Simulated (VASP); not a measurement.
# S (I4_1/amd) in VASP: notebook

Runs on S. Level: PBE. Tasks: single point.

Program: VASP 6.6.1. These are calculated values, not measurements. Logs are shortened: lines on timing, memory, paths and dates and some standing lists are left out, and cuts for length are marked.

## 1. The cell of the first run

It takes space group I4_1/amd (No. 141, tetragonal). Conventional cell: a = 4.534 Å, b = 4.534 Å, c = 2.288 Å, α = 90.00°, β = 90.00°, γ = 90.00°. Within 3.0 Å of S (site symmetry -4m2) lie 10 S at 2.29 to 2.84 Å.

## 2. Single point, PBE

INCAR reads:

```
SYSTEM = S
  PREC = Accurate
  ENCUT = 520
  EDIFF = 1E-6
  ISMEAR = -1
  SIGMA = 0.08
  LREAL = .FALSE.
  LASPH = .TRUE.
  NELM = 60
  ALGO = Normal
  ISIF = 2
  LWAVE = .FALSE.
  LCHARG = .TRUE.
  GGA = PE
  LELF = .TRUE.
  LVHAR = .TRUE.
  NBANDS = 13
```

KPOINTS reads:

```
regular mesh
0
G
  18 18 18
  0 0 0
```

POSCAR reads:

```
S
1.0
   -2.2669196476      2.2669196476      1.1439375784
    2.2669196476     -2.2669196476      1.1439375784
    2.2669196476      2.2669196476     -1.1439375784
S
2
Direct
   -0.3750000000     -0.1250000000     -0.2500000000
    0.3750000000      0.1250000000      0.2500000000
```

Potentials or basis: VASP PAW PBE potentials, release 64 (S).

Launch:

```bash
$ cat potpaw_PBE.64/S/POTCAR > POTCAR
$ mpirun -np 1 vasp_std > vasp.out
```

OUTCAR:

```text
SYSTEM = S
   PREC = Accurate
   ENCUT = 520
   EDIFF = 1E-6
   ISMEAR = -1
   LREAL = .FALSE.
   LASPH = .TRUE.
   NELM = 60
   ISIF = 2
   GGA = PE

 ion  position               nearest neighbor table
   1  0.625  0.875  0.750-   2 2.34   2 2.34   2 2.34   2 2.34
   2  0.375  0.125  0.250-   1 2.34   1 2.34   1 2.34   1 2.34

  LATTYP: Found a body centered tetragonal cell.
 ALAT       =     4.5338392952
 C/A-ratio  =     0.5046220229

  Lattice vectors:

 A1 = (  -2.2669196476,   2.2669196476,   1.1439375784)
 A2 = (   2.2669196476,  -2.2669196476,   1.1439375784)
 A3 = (   2.2669196476,   2.2669196476,  -1.1439375784)

Analysis of symmetry for initial positions (statically):
=====================================================================
 Subroutine PRICEL returns:
 Original cell was already a primitive cell.

 Routine SETGRP: Setting up the symmetry group for a
 body centered tetragonal supercell.

 Subroutine GETGRP returns: Found 16 space group operations
 (whereof  4 operations were pure point group operations)
 out of a pool of 16 trial point group operations.

The static configuration has the point symmetry C_2h.
 The point group associated with its full space group is D_4h.

Analysis of symmetry for dynamics (positions and initial velocities):
=====================================================================
 Subroutine PRICEL returns:
 Original cell was already a primitive cell.

 Routine SETGRP: Setting up the symmetry group for a
 body centered tetragonal supercell.

 Subroutine GETGRP returns: Found 16 space group operations
 (whereof  4 operations were pure point group operations)
 out of a pool of 16 trial point group operations.

The dynamic configuration has the point symmetry C_2h.
 The point group associated with its full space group is D_4h.

 Subroutine INISYM returns: Found 16 space group operations
 (whereof  4 operations are pure point group operations),
 and found     1 'primitive' translations

----------------------------------------------------------------------------------------

                                     Primitive cell

  volume of cell :      23.5144

  direct lattice vectors                    reciprocal lattice vectors
    -2.266919648  2.266919648  1.143937578     0.000000000  0.220563618  0.437086786
     2.266919648 -2.266919648  1.143937578     0.220563618  0.000000000  0.437086786
     2.266919648  2.266919648 -1.143937578     0.220563618  0.220563618  0.000000000

  length of vectors
     3.403886391  3.403886391  3.403886391     0.489584690  0.489584690  0.311924060

  position of ions in fractional coordinates (direct lattice)
     0.625000000  0.875000000  0.750000000
     0.375000000  0.125000000  0.250000000

  ion indices of the primitive-cell ions
   primitive index   ion index
                 1           1
                 2           2

----------------------------------------------------------------------------------------

 KPOINTS: regular mesh

Automatic generation of k-mesh.
 Grid dimensions read from file:
 generate k-points for:   18   18   18

 Generating k-lattice:

  Cartesian coordinates                     Fractional coordinates (reciprocal lattice)
     0.000000000  0.012253534  0.024282599     0.055555556  0.000000000  0.000000000
     0.012253534  0.000000000  0.024282599     0.000000000  0.055555556  0.000000000
     0.012253534  0.012253534  0.000000000     0.000000000  0.000000000  0.055555556

  Length of vectors
     0.027199149  0.027199149  0.017329114

  Shift w.r.t. Gamma in fractional coordinates (k-lattice)
     0.000000000  0.000000000  0.000000000

 Subroutine IBZKPT returns following result:
 ===========================================

 Found    480 irreducible k-points:

 Following reciprocal coordinates:
            Coordinates               Weight
  0.000000  0.000000  0.000000      1.000000
  0.055556  0.000000 -0.000000      8.000000
  0.111111  0.000000 -0.000000      8.000000
  0.166667 -0.000000  0.000000      8.000000
  0.222222  0.000000 -0.000000      8.000000
  0.277778  0.000000  0.000000      8.000000
[... 16 lines left out ...]
 -0.277778  0.055556  0.000000     16.000000
 -0.222222  0.055556  0.000000     16.000000
 [... further k-points ...]
   k-points           NKPTS =    480   k-points in BZ     NKDIM =    480   number of bands    NBANDS=     13
   number of dos      NEDOS =    301   number of ions     NIONS =      2
   total plane-waves  NPLWV =  21952
   dimension x,y,z NGX =    28 NGY =   28 NGZ =   28
   dimension x,y,z NGXF=    56 NGYF=   56 NGZF=   56
   ions per type =               2
   NGX,Y,Z   is equivalent  to a cutoff of  13.68, 13.68, 13.68 a.u.
   NGXF,Y,Z  is equivalent  to a cutoff of  27.35, 27.35, 27.35 a.u.
 SYSTEM =  S
   PREC   = accura    normal or accurate (medium, high low for compatibility)
   ISTART =      0    job   : 0-new  1-cont  2-samecut
   ICHARG =      2    charge: 1-file 2-atom 10-const
   ISPIN  =      1    spin polarized calculation?
   LNONCOLLINEAR =      F non collinear calculations
   LSORBIT =      F    spin-orbit coupling
   LASPH  =      T    aspherical Exc in radial PAW
   ENCUT  =  520.0 eV  38.22 Ry    6.18 a.u.   6.33  6.33  6.33*2*pi/ulx,y,z
   NELM   =     60;   NELMIN=  2; NELMDL= -5     # of ELM steps
   EDIFF  = 0.1E-05   stopping-criterion for ELM
   LREAL  =      F    real-space projection
   EDIFFG = 0.1E-04   stopping-criterion for IOM
   NSW    =      0    number of steps for IOM
   IBRION =     -1    ionic relax: 0-MD 1-quasi-New 2-CG
   NFREE  =      0    steps in history (QN), initial steepest desc. (CG)
   ISIF   =      2    stress and relaxation
   ISYM   =      2    0-nonsym 1-usesym 2-fastsym
   POTIM  = 0.5000    time-step for ionic-motion
   TEBEG  =    0.0;   TEEND  =   0.0 temperature during run
   PSTRESS=    0.0 pullay stress
   NELECT =      12.0000    total number of electrons
   NUPDOWN=      -1.0000    fix difference up-down
   EMIN   =  10.00;   EMAX   =-10.00  energy-range for DOS
   EFERMI =   0.00;   METHOD = LEGACY
   ISMEAR =    -1;   SIGMA  =   0.08  broadening in eV -4-tet -1-fermi 0-gaus
   EFERMI_NEDOS =   21; number of points for ismear=-14 and -15
   IALGO  =     38    algorithm
   IMIX   =      4    mixing-type and parameters
     AMIX     =   0.40;   BMIX     =  1.00
     AMIX_MAG =   1.60;   BMIX_MAG =  1.00
  volume/ion in A,a.u.               =      11.76        79.34
  Fermi-wavevector in a.u.,A,eV,Ry     =   1.308249  2.472232 23.286579  1.711515
  Thomas-Fermi vector in A             =   2.438929
   LORBIT       =      0    0 simple, 1 ext, 2 COOP (PROOUT), +10 PAW based schemes
   GGA     = PE    functional components
   LHFCALC =     F    Hartree Fock is set to
   AEXX    =    0.0000 exact exchange contribution
   IVDW    =     0    specifies the selected vdW correction
   LEPSILON=     F    determine dielectric tensor
   LRPA    =     F    only Hartree local field effects (RPA)
 non-spin polarized calculation
  energy-cutoff  :      520.00
  volume of cell :       23.51
 maximum number of plane-waves:       654
 NGX is ok and might be reduce to    28
   NGX = 13   NGY = 13   NGZ = 13

 number of electron      12.0000001 magnetization

 Free energy of the ion-electron system (eV)
  ---------------------------------------------------
  ext. energy  EPLUGINS =         0.00000000
  ---------------------------------------------------
  free energy    TOTEN  =        -4.89329107 eV

  energy without entropy =       -4.87159883  energy(sigma->0) =       -4.88244495

 E-fermi :  13.1662     XC(G=0): -12.5064

 val. band max:       13.1638760757   @ k =  -0.0556   0.4444   0.0556
 cond. band min:      13.1722052606   @ k =   0.3889   0.2778   0.1111
 fundamental gap:      0.0083291848
 Fermi energy:        13.1662350621

 k-point     1 :       0.0000    0.0000    0.0000
  band No.  band energies     occupation
      1      -8.1638      2.00000
      2       1.3927      2.00000
      3       4.8867      2.00000
      4       4.8867      2.00000
      5      13.0167      1.73271
      6      15.4613      0.00000
      7      15.4613      0.00000
      8      17.6865      0.00000
      9      18.2896      0.00000
     10      20.4410      0.00000
     11      21.6274      0.00000
     12      25.0744      0.00000
     13      29.3098      0.00000

 k-point     2 :       0.0556    0.0000   -0.0000
  band No.  band energies     occupation
      1      -8.0632      2.00000
      2       1.3499      2.00000
      3       4.9041      2.00000
      4       5.1083      2.00000
      5      13.1907      0.84807
      6      15.1551      0.00000
      7      15.4943      0.00000
      8      17.1522      0.00000
      9      17.3626      0.00000
     10      20.4510      0.00000
     11      22.3881      0.00000
     12      25.9298      0.00000
     13      27.1264      0.00000

 k-point     3 :       0.1111    0.0000   -0.0000
  band No.  band energies     occupation
      1      -7.7621      2.00000
      2       1.2702      2.00000
      3       4.9636      2.00000
      4       5.7197      2.00000
      5      13.6991      0.00256
      6      14.3415      0.00000
      7      15.4815      0.00000
      8      15.5746      0.00000
      9      15.9044      0.00000
     10      20.7824      0.00000
     11      23.5736      0.00000
     12      24.8386      0.00000
     13      25.3625      0.00000
[... 305 lines left out ...]
 k-point    23 :      -0.2778    0.0556    0.0000
  band No.  band energies     occupation
      1      -6.3729      2.00000
      2       0.7599      2.00000
      3       5.1200      2.00000
      4       8.3183      2.00000
      5      10.5673      2.00000
      6      11.6652      2.00000
      7      13.2517      0.51137
      8      15.2808      0.00000
      9      16.5258      0.00000
     10      20.7233      0.00000
     11      21.6972      0.00000
     12      24.1666      0.00000
     13      28.5885      0.00000

 k-point    24 :      -0.2222    0.0556    0.0000
  band No.  band energies     occupation
      1      -7.1057      2.00000
      2       0.6879      2.00000
      3       4.9479      2.00000
      4       7.2517      2.00000
      5      12.3172      1.99995
      6      13.3172      0.26324
      7      14.4100      0.00000
      8      15.0511      0.00000
      9      15.6711      0.00000
     10      21.3719      0.00000
     11      23.0053      0.00000
     12      23.9603      0.00000
     13      26.8264      0.00000

 [... further k-points ...]

------------------------ aborting loop because EDIFF is reached ----------------------------------------

  FORCE on cell =-STRESS in cart. coord.  units (eV):
  Direction    XX          YY          ZZ          XY          YZ          ZX
  --------------------------------------------------------------------------------------
  -------------------------------------------------------------------------------------
  Total        8.4688426      8.4688426      8.4314264      0.0000000      0.0000000      0.0000000
  in kB      577.0322305    577.0322305    574.4828450      0.0000000      0.0000000      0.0000000
  external PRESSURE =     576.1824353 kB  Pullay stress =       0.0000000 kB

 VOLUME and BASIS-vectors are now :
 -----------------------------------------------------------------------------
  energy-cutoff  :      520.00
  volume of cell :       23.51
      direct lattice vectors                 reciprocal lattice vectors
    -2.266919648  2.266919648  1.143937578     0.000000000  0.220563618  0.437086786
     2.266919648 -2.266919648  1.143937578     0.220563618  0.000000000  0.437086786
     2.266919648  2.266919648 -1.143937578     0.220563618  0.220563618  0.000000000

 POSITION                                       TOTAL-FORCE (eV/Angst)
 -----------------------------------------------------------------------------------
      2.26692      1.13346      0.85795        -0.000000      0.000000     -0.000000
      0.00000      1.13346      0.28598         0.000000     -0.000000      0.000000
 -----------------------------------------------------------------------------------
    total drift:                               -0.000000      0.000000     -0.000000

  FREE ENERGIE OF THE ION-ELECTRON SYSTEM (eV)
  ---------------------------------------------------
  free  energy   TOTEN  =        -4.8932910710 eV

  energy  without entropy=       -4.8715988251  energy(sigma->0) =       -4.88244495
```

It took 1.9 min on 1 thread of Intel Xeon Platinum 8259CL at 2.50GHz (Skylake/Cascade Lake), shared host; peak memory 0.23 GiB.

What came out:

```
Free energy            : -4.8933 eV
Pressure               : 57.6 GPa
Band gap on the k mesh : zero (bands 6 and 7 overlap by 7.07 eV)
```

Caveat: the cell stands under pressure.

(Continued in part 2 of 2.)
